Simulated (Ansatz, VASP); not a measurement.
## YN: VASP beside Ansatz

The input POSCAR:

```
YN
1.0
    3.4485600000      0.0000000000      0.0000000000
    1.7242800000      2.9865405665      0.0000000000
    1.7242800000      0.9955135222      2.8157374491
Y N
1 1
Direct
    0.0000000000      0.0000000000      0.0000000000
    0.5000000000      0.5000000000      0.5000000000
```

INCAR.step1

```
SYSTEM = YN
  ALGO = Normal
  EDIFF = 1E-5
  ENCUT = 580
  GGA = PE
  GGA_COMPAT = .FALSE.
  ISIF = 2
  ISMEAR = 0
  LASPH = .TRUE.
  LCHARG = .FALSE.
  LREAL = .FALSE.
  LWAVE = .TRUE.
  NBANDS = 15
  NELM = 120
  PREC = Accurate
  SIGMA = 0.01
```

File INCAR.step2:

```
SYSTEM = YN
  AEXX = 0.1
  ALGO = Normal
  EDIFF = 1E-6
  ENCUT = 580
  GGA_COMPAT = .FALSE.
  ISIF = 2
  ISMEAR = 0
  ISTART = 1
  LASPH = .TRUE.
  LCHARG = .FALSE.
  LHFCALC = .TRUE.
  LMIXTAU = .TRUE.
  LREAL = .FALSE.
  LWAVE = .FALSE.
  METAGGA = R2SCAN
  NBANDS = 15
  NELM = 120
  PREC = Accurate
  PRECFOCK = Normal
  SIGMA = 0.01
```

File KPOINTS:

```
k-points
0
G
  4 4 4
  0 0 0
```

Input for Ansatz:

```yaml
crystal:
  lattice:
    - [3.44856, 0.0, 0.0]
    - [1.7242800000000005, 2.9865405664748637, 0.0]
    - [1.7242800000000005, 0.995513522158288, 2.8157374491241187]
  atoms:
    - { symbol: "Y", position: [0.0, 0.0, 0.0] }
    - { symbol: "N", position: [0.5, 0.49999999999999994, 0.5] }
kpoints:
  mp_grid:
    grid: [4, 4, 4]
hamiltonian:
  xc: r2scanh
scf:
  occupations:
    method: fixed
output:
  eigenvalues: true
```

Alike in both runs: task single point; functional r2SCANh; k mesh 4 × 4 × 4; no spin polarisation.

|  | VASP | Ansatz |
| --- | --- | --- |
| version | VASP 6.6.1 | Ansatz 0.2.0 |
| potentials or method | VASP PAW PBE potentials, release 64 (Y_sv, N) | plane waves, PAW |
| plane-wave cutoff (eV) | 580 | 500 |
| occupations | gaussian, width 0.01 eV | fixed |
| valence electrons in the cell | 16 | 16 |

|  | VASP | Ansatz | Ansatz less VASP |
| --- | --- | --- | --- |
| gap on the k mesh at the Fermi level (eV) | 1.15 | 1.11 | -0.039 |

VASP's potentials were made for PBE, not for r2SCANh.

The k mesh is coarse, so the values compare programs but aren't converged.
